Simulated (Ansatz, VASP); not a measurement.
ZrC in VASP and in Ansatz

The input INCAR:

```
PREC = Accurate ; ENCUT = 600
EDIFF = 1E-7 ; ISMEAR = 0
SIGMA = 0.1 ; LREAL = False
LASPH = True ; NELM = 120
ALGO = Normal ; ISIF = 3
LWAVE = False ; LCHARG = False
GGA = CA ; IBRION = 2
NSW = 100 ; EDIFFG = -0.002
GGA_COMPAT = False ; NELMIN = 4
```

KPOINTS

```
Automatic mesh
0
Gamma
  16 16 16
```

The input POSCAR:

```
ZrC
1.0
    0.0000000000      2.3210646206      2.3210646206
    2.3210646206      0.0000000000      2.3210646206
    2.3210646206      2.3210646206      0.0000000000
Zr C
1 1
Direct
    0.5000000000      0.5000000000      0.5000000000
    0.0000000000      0.0000000000      0.0000000000
```

Input for Ansatz:

```yaml
crystal:
  lattice:
    - [0.0, 2.3210646206, 2.3210646206]
    - [2.3210646206, 0.0, 2.3210646206]
    - [2.3210646206, 2.3210646206, 0.0]
  atoms:
    - { symbol: Zr, position: [0.5, 0.5, 0.5] }
    - { symbol: C, position: [0.0, 0.0, 0.0] }
basis:
  ecutwfc: 420
kpoints:
  mp_grid: { grid: [16, 16, 16] }
hamiltonian:
  xc: lda
  pseudopotentials: { kind: paw, azcp: { folder: soft_1 } }
scf:
  occupations: { method: gaussian, width: 0.1 }
output:
  forces: true
  stress: true
  eigenvalues: true
  write_density: true
  write_potential: true
  elf: true
  volumetric_format: npy
relax:
  adjacent_minimum: "off"
  f_tol: 0.002
  max_steps: 80
  cell: { stress_tol: 0.02 }
```

Alike in both runs: task relaxation of cell and atoms; functional LDA; k mesh 16 × 16 × 16; occupations gaussian, width 0.1 eV; no spin polarisation.

|  | VASP | Ansatz |
| --- | --- | --- |
| version | VASP 6.6.1 | Ansatz 0.2.0 |
| potentials or method | VASP PAW LDA potentials, release 64 (Zr_sv, C), cutoff 600 eV | scalar-relativistic, plane waves, PAW |
| valence electrons in the cell | 16 | 16 |

```tsv
	VASP	Ansatz	Ansatz less VASP
gap on the k mesh at the Fermi level, each at its own relaxed structure (eV)	none	none	-
relaxed volume (Å³/atom)	12.53	12.50	-0.021
relaxed cell length with the largest relative difference (Å)	3.284	3.282	-0.0019
```

Ansatz warns that its potentials were made for another functional, while VASP's fit it. LDA's correlation is that of Perdew and Zunger in VASP and of Perdew and Wang (1992) in Ansatz. A gap of «none» marks a metal or a gap that the smearing closes.
